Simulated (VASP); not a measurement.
The system is Pd.

```
CELL_PARAMETERS angstrom
4.53780 0.00000 0.00000
-2.26890 3.92985 0.00000
0.00000 0.00000 2.69126
ATOMIC_POSITIONS crystal
Pd 0.00000 0.00000 0.00000
Pd 0.33333 0.66667 0.50000
Pd 0.66667 0.33333 0.50000
```

Base run:

- Program: VASP 6.6.1
- Functional: revPBE
- Potentials or basis: VASP PAW PBE potentials, release 64 (Pd)
- Cutoff: 520 eV
- k mesh: 9 × 9 × 13
- Occupations: fermi-dirac, width 0.05 eV
- Spin: collinear spin, ferromagnetic start
- Starting moments: [0.5, 0.5, 0.5] μB

Its results: pressure -0.1 GPa; net moment 0.45 μB per cell.

The run is repeated on the same cell with these changes: k mesh from 9 × 9 × 13 to 11 × 11 × 15; further incar settings from ALGO = Normal; EDIFF = 1e-06; NBANDS = 26 to ALGO = Normal; EDIFF = 1e-07; NBANDS = 26. What comes out?

Pressure -0.2 GPa; net moment 0.00 μB per cell.

Caveats: the PAW data sets were made with another functional, which shifts forces and pressure a little.
